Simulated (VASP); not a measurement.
A run of VASP 6.6.1:

Contents of INCAR:

```
SYSTEM = Zr4Al3N3O8
ALGO = Normal
EDIFF = 1E-7
ENCUT = 520
GGA = PE
ISIF = 2
ISMEAR = -1
ISYM = 0
LASPH = .True.
LCHARG = .False.
LREAL = Auto
LWAVE = .False.
NBANDS = 75
NELM = 60
PREC = Accurate
SIGMA = 0.3275
```

The input KPOINTS:

```
k-points
0
Gamma
  1 1 1
  0 0 0
```

POSCAR

```
Zr4Al3N3O8
1.0
    6.0660810000     -0.0976330000     -0.0814120000
   -0.0976330000      6.0975380000      0.1964320000
   -0.0814120000      0.1964320000      6.3961640000
Al N Zr O
3 3 4 8
Direct
    0.7706857008      0.7665610945      0.1748541681
    0.2221410006      0.6410691912      0.1877216469
    0.2554752492      0.5308584915      0.6244195983
    1.1494296189     -0.0956218666      0.1790402120
    0.7019621359      0.9860377939     -0.0244270213
    0.3949826720      1.0106362548      0.6450699245
    0.8107404103      0.3223394646     -0.0538614688
    0.6446857391      0.8165966919      0.6906982738
    0.1569992696      0.9802020965      0.8384416920
    0.3896146382      0.0987239638      0.3239600738
    0.6930153541      0.2427339924      0.2471309432
   -0.0957080214      0.0683472057      0.6663937385
   -0.0470957793      0.5747966494      0.0616624875
    0.3271165801      0.4330660924      0.3676255294
    0.1788386112      0.3100061269      0.8032927995
    0.5864673847     -0.1975292131      0.3853366707
    0.5123889530      0.5459641478      0.9442806313
    0.0094803757      0.6866987859      0.6117926620
```

Potentials or basis: VASP PAW PBE potentials, release 64 (Al, N, Zr_sv, O).

Command:

```bash
$ cat potpaw_PBE.64/Al/POTCAR potpaw_PBE.64/N/POTCAR potpaw_PBE.64/Zr_sv/POTCAR potpaw_PBE.64/O/POTCAR > POTCAR
$ mpirun -np 1 vasp_gam > vasp.out
```

Hardware: 1 thread of Intel(R) Xeon(R) Platinum 8259CL CPU @ 2.50GHz (Skylake/Cascade Lake), on a shared host.

**Question.** How long does it take, and how much memory?

**Answer.** Wall time 65 s on 1 thread of Intel(R) Xeon(R) Platinum 8259CL CPU @ 2.50GHz (Skylake/Cascade Lake), on a shared host, peak memory 0.31 GiB. Counts: scf iterations 20, k points 1.
